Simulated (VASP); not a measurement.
Write the native input for VASP 6.6.1 that does the following.

```
Task                   : relaxation of cell and atoms
Functional             : PBEsol
Potentials or basis    : VASP PAW PBE potentials, release 64 (Zn, O)
Cutoff                 : 600 eV
k mesh                 : 10 × 10 × 6
Occupations            : fermi-dirac, width 0.05 eV
Spin                   : no spin polarisation
Dipole correction      : no
Further INCAR settings : ALGO = Normal; EDIFF = 1e-06; IBRION = 2; EDIFFG = -0.002; NSW = 100; ISIF = 3
```

The structure of ZnO lies in POSCAR:

```
ZnO
1.0
    3.2493080000      0.0000000000      0.0000000000
   -1.6246540000      2.8139832727      0.0000000000
    0.0000000000      0.0000000000      5.2057090000
Zn O
2 2
Direct
    0.3333333333      0.6666666667      0.5000000000
    0.6666666667      0.3333333333      0.0000000000
    0.6666666667      0.3333333333      0.3790100000
    0.3333333333      0.6666666667      0.8790100000
```

One way to write it, as run:

INCAR

```
SYSTEM = ZnO
ALGO = Normal
EDIFF = 1E-6
EDIFFG = -0.002
ENCUT = 600
GGA = PS
IBRION = 2
ISIF = 3
ISMEAR = -1
LASPH = .TRUE.
LCHARG = .FALSE.
LREAL = .FALSE.
LWAVE = .FALSE.
NELM = 100
NSW = 100
PREC = Accurate
SIGMA = 0.05
```

KPOINTS

```
k-points
0
G
  10 10 6
  0 0 0
```

Potentials or basis: VASP PAW PBE potentials, release 64 (Zn, O).

The run is started by

```bash
$ cat potpaw_PBE.64/Zn/POTCAR potpaw_PBE.64/O/POTCAR > POTCAR
$ mpirun -np 1 vasp_std > vasp.out
```

It gave:

- Relaxed volume: 11.85 Å³/atom
- Relaxed cell: a = 3.236 Å, b = 3.236 Å, c = 5.225 Å, α = 90.00°, β = 90.00°, γ = 120.00°
- Space group after relaxing (to 0.1 Å): P6_3mc (No. 186)
- Energy gained by relaxing: 0.4 meV/atom
- Ionic steps: 11
- Pressure after relaxing: 0.0 GPa
- Band gap on the k mesh: 0.68 eV

Caveat: the PAW data sets were made with another functional, which shifts forces and pressure a little.

Wall time 3 min on 1 thread of Intel(R) Xeon(R) 6975P-C (Granite Rapids) (shared host), peak memory 0.22 GiB.
